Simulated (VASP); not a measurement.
A run of VASP 6.6.1 is set up as follows.

POSCAR

```
Ti
1.0
    2.9299726272      0.0000000000      0.0000000000
   -1.4649863136      2.5374307276      0.0000000000
    0.0000000000      0.0000000000      9.3785176860
Ti
4
Direct
    0.0000000000      0.0000000000      0.0000000000
    0.0000000000      0.0000000000      0.5000000000
    0.3333333333      0.6666666667      0.2500000000
    0.6666666667      0.3333333333      0.7500000000
```

The input INCAR.step1:

```
PREC = Accurate
ENCUT = 520
ISMEAR = -1
SIGMA = 0.05
LREAL = F
LASPH = T
NELM = 150
ISPIN = 2
MAGMOM = 1 1 1 1
LMAXMIX = 4
NBANDS = 36
GGA = PE
ALGO = Normal
EDIFF = 1E-4
LWAVE = T
LCHARG = F
```

INCAR.step2

```
PREC = Accurate
ENCUT = 520
EDIFF = 1E-6
ISMEAR = -1
SIGMA = 0.05
LREAL = F
LASPH = T
NELM = 150
ALGO = Normal
ISIF = 2
LWAVE = F
LCHARG = F
ISPIN = 2
MAGMOM = 1 1 1 1
LORBIT = 11
LMAXMIX = 4
METAGGA = R2SCAN
LMIXTAU = T
NBANDS = 36
ISTART = 1
```

KPOINTS

```
regular mesh
0
Gamma
  12 12 4
```

Potentials or basis: VASP PAW PBE potentials, release 64 (Ti_sv).

Command:

```console
$ cat potpaw_PBE.64/Ti_sv/POTCAR > POTCAR
$ cp INCAR.step1 INCAR
$ mpirun -np 1 vasp_std > vasp.out
$ cp INCAR.step2 INCAR
$ mpirun -np 1 vasp_std > vasp.out
```

Problem. Estimate the band gap on the k mesh.

Solution. Zero (filled and empty bands overlap).

Problem. What does it give for the net moment?

Solution. 0.01 μB per cell.

Problem. What does it give for the pressure?

Solution. 0.2 GPa.

Stress tensor (GPa, compression positive):
```
0.34 0.00 0.00
0.00 0.34 0.00
0.00 0.00 0.00
```

Caveat: the PAW data sets were made with another functional, which shifts forces and pressure a little.
